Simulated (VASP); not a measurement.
Input of a VASP 6.6.1 run:

Contents of INCAR:

```
SYSTEM = BaZrO3
ALGO     = Normal         ! electronic algorithm
EDIFF    = 1E-6           ! SCF threshold, eV
ENCUT    = 600            ! plane-wave cutoff, eV
GGA      = CA             ! functional
GGA_COMPAT= .FALSE.      
ISIF     = 2              ! what is computed and relaxed
ISMEAR   = 0              ! smearing method
LASPH    = .TRUE.         ! aspherical terms in the spheres
LCHARG   = .FALSE.        ! write CHGCAR
LREAL    = .FALSE.        ! projectors in reciprocal space
LWAVE    = .FALSE.        ! write WAVECAR
NBANDS   = 28             ! bands
NELM     = 120            ! most SCF steps
PREC     = Accurate       ! precision mode
SIGMA    = 0.02           ! smearing width, eV
```

The input KPOINTS:

```
k-points
0
G
  6 6 6
  0 0 0
```

The input POSCAR:

```
BaZrO3
1.0
    3.9351221488      0.0000000000      0.0000000000
    0.0000000000      3.9351221488      0.0000000000
    0.0000000000      0.0000000000      4.2711348340
Ba O Zr
1 3 1
Direct
    0.0000000000      0.0000000000      0.0000000000
    0.5000000000      0.5000000000      0.0000000000
    0.0000000000      0.5000000000      0.5000000000
    0.5000000000      0.0000000000      0.5000000000
    0.5000000000      0.5000000000      0.5000000000
```

Potentials or basis: VASP PAW LDA potentials, release 64 (Ba_sv, O, Zr_sv).

Launch:

```bash
$ cat potpaw_LDA.64/Ba_sv/POTCAR potpaw_LDA.64/O/POTCAR potpaw_LDA.64/Zr_sv/POTCAR > POTCAR
$ mpirun -np 1 vasp_std > vasp.out
```

(1) Estimate the pressure.

(2) What does it give for the band gap on the k mesh?

## Answers

(1) 19.8 GPa.

(2) 3.03 eV, indirect (least direct gap 3.06 eV).

Caveat: spin-orbit coupling is left out, which moves the levels of the heavy elements.
